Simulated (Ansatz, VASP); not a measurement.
# Ti6H in VASP and in Ansatz

```
Ti H
1.0
     2.83217    0.00000    0.00000
     0.00000    4.57954    0.00000
     0.00000    0.00000   23.55109
Ti H
6 1
Direct
  0.50000 0.00000 0.16984
  0.00000 0.50000 0.22598
  0.50000 0.00000 0.28211
  0.50000 0.50000 0.33949
  0.00000 0.00000 0.39402
  0.50000 0.50000 0.44801
  0.62500 0.62500 0.53590
```

Alike in both runs: task single point; functional PBE; k mesh 9 × 6 × 1; occupations gaussian, width 0.1 eV; no spin polarisation.

|  | VASP | Ansatz |
| --- | --- | --- |
| version | VASP 6.6.1 | Ansatz 0.2.0 |
| potentials or method | VASP PAW PBE potentials, release 64 (Ti_sv, H), cutoff 520 eV | scalar-relativistic, plane waves, PAW |
| valence electrons in the cell | 73 | 73 |

|  | VASP | Ansatz | Ansatz less VASP |
| --- | --- | --- | --- |
| gap on the k mesh at the Fermi level (eV) | none | none | - |
| rms of the force components (eV/Å) | 0.593 | 0.594 | +0.0002 |
| work function, face that differs most (eV) | 6.51 | 6.52 | +0.002 |

Atom by atom the forces differ by 0.004 eV/Å (rms over components). A gap of «none» marks a metal or a gap that the smearing closes.
